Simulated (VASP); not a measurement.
# Br (Pm-3n) in VASP: further runs, part 2 of 3

VASP 6.6.1.

### Step 3. Single point, PBE

INCAR

```
SYSTEM = Br
  PREC = Accurate
  ENCUT = 520
  EDIFF = 1E-7
  ISMEAR = 0
  SIGMA = 0.1
  LREAL = .FALSE.
  LASPH = .TRUE.
  NELM = 60
  ALGO = Normal
  ISIF = 2
  LWAVE = .FALSE.
  LCHARG = .FALSE.
  GGA = PE
  NBANDS = 38
```

KPOINTS

```
Automatic mesh
0
G
  4 4 4
  0 0 0
```

POSCAR

```
Br
1.0
    6.3564315107      0.0000000000      0.0000000000
    0.0000000000      6.3564315107      0.0000000000
    0.0000000000      0.0000000000      6.3564315107
Br
8
Direct
    0.5000000000      0.5000000000      0.5000000000
    0.0000000000      0.0000000000      0.0000000000
    0.2500000000      0.0000000000      0.5000000000
    0.5000000000      0.2500000000      0.0000000000
    0.5000000000      0.7500000000      0.0000000000
    0.7500000000      0.0000000000      0.5000000000
    0.0000000000      0.5000000000      0.7500000000
    0.0000000000      0.5000000000      0.2500000000
```

Potentials or basis: VASP PAW PBE potentials, release 64 (Br).

Started as:

```sh
$ cat potpaw_PBE.64/Br/POTCAR > POTCAR
$ mpirun -np 1 vasp_std > vasp.out
```

OUTCAR:

```text
SYSTEM = Br
   PREC = Accurate
   ENCUT = 520
   EDIFF = 1E-7
   ISMEAR = 0
   LREAL = .FALSE.
   LASPH = .TRUE.
   NELM = 60
   ISIF = 2
   GGA = PE

 ion  position               nearest neighbor table
   1  0.500  0.500  0.500-
   2  0.000  0.000  0.000-
   3  0.250  0.000  0.500-
   4  0.500  0.250  0.000-
   5  0.500  0.750  0.000-
   6  0.750  0.000  0.500-
   7  0.000  0.500  0.750-
   8  0.000  0.500  0.250-

  LATTYP: Found a simple cubic cell.
 ALAT       =     6.3564315107

  Lattice vectors:

 A1 = (   6.3564315107,   0.0000000000,   0.0000000000)
 A2 = (   0.0000000000,   6.3564315107,   0.0000000000)
 A3 = (   0.0000000000,   0.0000000000,   6.3564315107)

Analysis of symmetry for initial positions (statically):
=====================================================================
 Subroutine PRICEL returns:
 Original cell was already a primitive cell.

 Routine SETGRP: Setting up the symmetry group for a
 simple cubic supercell.

 Subroutine GETGRP returns: Found 48 space group operations
 (whereof 24 operations were pure point group operations)
 out of a pool of 48 trial point group operations.

The static configuration has the point symmetry T_h .
 The point group associated with its full space group is O_h .

Analysis of symmetry for dynamics (positions and initial velocities):
=====================================================================
 Subroutine PRICEL returns:
 Original cell was already a primitive cell.

 Routine SETGRP: Setting up the symmetry group for a
 simple cubic supercell.

 Subroutine GETGRP returns: Found 48 space group operations
 (whereof 24 operations were pure point group operations)
 out of a pool of 48 trial point group operations.

The dynamic configuration has the point symmetry T_h .
 The point group associated with its full space group is O_h .

 Subroutine INISYM returns: Found 48 space group operations
 (whereof 24 operations are pure point group operations),
 and found     1 'primitive' translations

----------------------------------------------------------------------------------------

                                     Primitive cell

  volume of cell :     256.8267

  direct lattice vectors                    reciprocal lattice vectors
     6.356431511  0.000000000  0.000000000     0.157320975  0.000000000  0.000000000
     0.000000000  6.356431511  0.000000000     0.000000000  0.157320975  0.000000000
     0.000000000  0.000000000  6.356431511     0.000000000  0.000000000  0.157320975

  length of vectors
     6.356431511  6.356431511  6.356431511     0.157320975  0.157320975  0.157320975

  position of ions in fractional coordinates (direct lattice)
     0.500000000  0.500000000  0.500000000
     0.000000000  0.000000000  0.000000000
     0.250000000  0.000000000  0.500000000
     0.500000000  0.250000000  0.000000000
     0.500000000  0.750000000  0.000000000
     0.750000000  0.000000000  0.500000000
     0.000000000  0.500000000  0.750000000
     0.000000000  0.500000000  0.250000000

[... 38 lines left out ...]
            Coordinates               Weight
  0.000000  0.000000  0.000000      1.000000
  0.250000  0.000000  0.000000      6.000000
  0.500000  0.000000  0.000000      3.000000
  0.250000  0.250000  0.000000     12.000000
  0.500000  0.250000  0.000000     12.000000
  0.500000  0.500000  0.000000      3.000000
  0.250000  0.250000  0.250000      8.000000
  0.500000  0.250000  0.250000     12.000000
  0.500000  0.500000  0.250000      6.000000
  0.500000  0.500000  0.500000      1.000000
   k-points           NKPTS =     10   k-points in BZ     NKDIM =     10   number of bands    NBANDS=     38
   number of dos      NEDOS =    301   number of ions     NIONS =      8
   total plane-waves  NPLWV = 110592
   dimension x,y,z NGX =    48 NGY =   48 NGZ =   48
   dimension x,y,z NGXF=    96 NGYF=   96 NGZF=   96
   ions per type =               8
   NGX,Y,Z   is equivalent  to a cutoff of  12.55, 12.55, 12.55 a.u.
   NGXF,Y,Z  is equivalent  to a cutoff of  25.11, 25.11, 25.11 a.u.
 SYSTEM =  Br
   PREC   = accura    normal or accurate (medium, high low for compatibility)
   ISTART =      0    job   : 0-new  1-cont  2-samecut
   ICHARG =      2    charge: 1-file 2-atom 10-const
   ISPIN  =      1    spin polarized calculation?
   LNONCOLLINEAR =      F non collinear calculations
   LSORBIT =      F    spin-orbit coupling
   LASPH  =      T    aspherical Exc in radial PAW
   ENCUT  =  520.0 eV  38.22 Ry    6.18 a.u.  11.82 11.82 11.82*2*pi/ulx,y,z
   NELM   =     60;   NELMIN=  2; NELMDL= -5     # of ELM steps
   EDIFF  = 0.1E-06   stopping-criterion for ELM
   LREAL  =      F    real-space projection
   EDIFFG = 0.1E-05   stopping-criterion for IOM
   NSW    =      0    number of steps for IOM
   IBRION =     -1    ionic relax: 0-MD 1-quasi-New 2-CG
   NFREE  =      0    steps in history (QN), initial steepest desc. (CG)
   ISIF   =      2    stress and relaxation
   ISYM   =      2    0-nonsym 1-usesym 2-fastsym
   POTIM  = 0.5000    time-step for ionic-motion
   TEBEG  =    0.0;   TEEND  =   0.0 temperature during run
   PSTRESS=    0.0 pullay stress
   NELECT =      56.0000    total number of electrons
   NUPDOWN=      -1.0000    fix difference up-down
   EMIN   =  10.00;   EMAX   =-10.00  energy-range for DOS
   EFERMI =   0.00;   METHOD = LEGACY
   ISMEAR =     0;   SIGMA  =   0.10  broadening in eV -4-tet -1-fermi 0-gaus
   EFERMI_NEDOS =   21; number of points for ismear=-14 and -15
   IALGO  =     38    algorithm
   IMIX   =      4    mixing-type and parameters
     AMIX     =   0.40;   BMIX     =  1.00
     AMIX_MAG =   1.60;   BMIX_MAG =  1.00
  volume/ion in A,a.u.               =      32.10       216.64
  Fermi-wavevector in a.u.,A,eV,Ry     =   0.985351  1.862043 13.210112  0.970916
  Thomas-Fermi vector in A             =   2.116651
   LORBIT       =      0    0 simple, 1 ext, 2 COOP (PROOUT), +10 PAW based schemes
   GGA     = PE    functional components
   LHFCALC =     F    Hartree Fock is set to
   AEXX    =    0.0000 exact exchange contribution
   IVDW    =     0    specifies the selected vdW correction
   LEPSILON=     F    determine dielectric tensor
   LRPA    =     F    only Hartree local field effects (RPA)
 non-spin polarized calculation
 Gauss-broadening in eV      SIGMA  =   0.10
  energy-cutoff  :      520.00
  volume of cell :      256.83
 maximum number of plane-waves:      6968
 NGX is ok and might be reduce to    48
   NGX = 23   NGY = 23   NGZ = 23

 number of electron      55.9999990 magnetization

 Free energy of the ion-electron system (eV)
  ---------------------------------------------------
  ext. energy  EPLUGINS =         0.00000000
  ---------------------------------------------------
  free energy    TOTEN  =        -7.90166554 eV

  energy without entropy =       -7.81534535  energy(sigma->0) =       -7.85850544

 E-fermi :  -0.3502     XC(G=0):  -8.3874

 val. band max:       -0.3630596574   @ k =   0.2500   0.2500   0.2500
 cond. band min:      -0.3280660984   @ k =   0.5000   0.5000   0.2500
 fundamental gap:      0.0349935589
 Fermi energy:        -0.3502396307

 k-point     1 :       0.0000    0.0000    0.0000
  band No.  band energies     occupation
      1     -14.6523      2.00000
      2     -14.0266      2.00000
      3     -14.0266      2.00000
      4     -13.7992      2.00000
      5     -13.5027      2.00000
      6     -13.4234      2.00000
[... 399 lines left out ...]
     37       8.6372      0.00000
     38       8.6372      0.00000

------------------------ aborting loop because EDIFF is reached ----------------------------------------

  FORCE on cell =-STRESS in cart. coord.  units (eV):
  Direction    XX          YY          ZZ          XY          YZ          ZX
  --------------------------------------------------------------------------------------
  -------------------------------------------------------------------------------------
  Total       -5.4029787     -5.4029787     -5.4029787     -0.0000000      0.0000000     -0.0000000
  in kB      -33.7057288    -33.7057288    -33.7057288     -0.0000000      0.0000000     -0.0000000
  external PRESSURE =     -33.7057288 kB  Pullay stress =       0.0000000 kB

 VOLUME and BASIS-vectors are now :
 -----------------------------------------------------------------------------
  energy-cutoff  :      520.00
  volume of cell :      256.83
      direct lattice vectors                 reciprocal lattice vectors
     6.356431511  0.000000000  0.000000000     0.157320975  0.000000000  0.000000000
     0.000000000  6.356431511  0.000000000     0.000000000  0.157320975  0.000000000
     0.000000000  0.000000000  6.356431511     0.000000000  0.000000000  0.157320975

 POSITION                                       TOTAL-FORCE (eV/Angst)
 -----------------------------------------------------------------------------------
      3.17822      3.17822      3.17822         0.000000      0.000000      0.000000
      0.00000      0.00000      0.00000         0.000000      0.000000      0.000000
      1.58911      0.00000      3.17822         0.000000      0.000000      0.000000
      3.17822      1.58911      0.00000        -0.000000     -0.000000     -0.000000
      3.17822      4.76732      0.00000         0.000000      0.000000      0.000000
      4.76732      0.00000      3.17822        -0.000000     -0.000000     -0.000000
      0.00000      3.17822      4.76732         0.000000      0.000000      0.000000
      0.00000      3.17822      1.58911        -0.000000     -0.000000     -0.000000
 -----------------------------------------------------------------------------------
    total drift:                                0.000000     -0.000000      0.000000

  FREE ENERGIE OF THE ION-ELECTRON SYSTEM (eV)
  ---------------------------------------------------
  free  energy   TOTEN  =        -7.9016655390 eV

  energy  without entropy=       -7.8153453469  energy(sigma->0) =       -7.85850544
```

It took 84 s on 1 thread of Oxide Virtual Turin-like, shared host; peak memory 0.3 GiB.

Results:

- Free energy: -7.9017 eV
- Pressure: -3.4 GPa
- Band gap on the k mesh: zero (bands 28 and 29 overlap by 0.54 eV)

Levels at points of the mesh, in eV from the Fermi level:
```tsv
k point	band 25	band 26	band 27	band 28	band 29	band 30	band 31	band 32
(0.00, 0.00, 0.00)	-0.17	-0.17	0.14	0.14	0.14	0.94	0.94	0.94
(0.50, 0.00, 0.00)	-0.35	-0.35	0.16	0.16	0.24	0.24	0.89	0.89
(0.50, 0.50, 0.00)	-0.34	-0.31	-0.31	-0.22	-0.21	0.25	0.25	0.83
(0.50, 0.50, 0.50)	-0.62	-0.62	-0.38	-0.38	-0.38	-0.38	-0.38	-0.38
```

Caveat: the cell stands under tension.

(Continued in part 3 of 3.)

The gap in the log of VASP goes by the Fermi energy; the results here count the filled bands.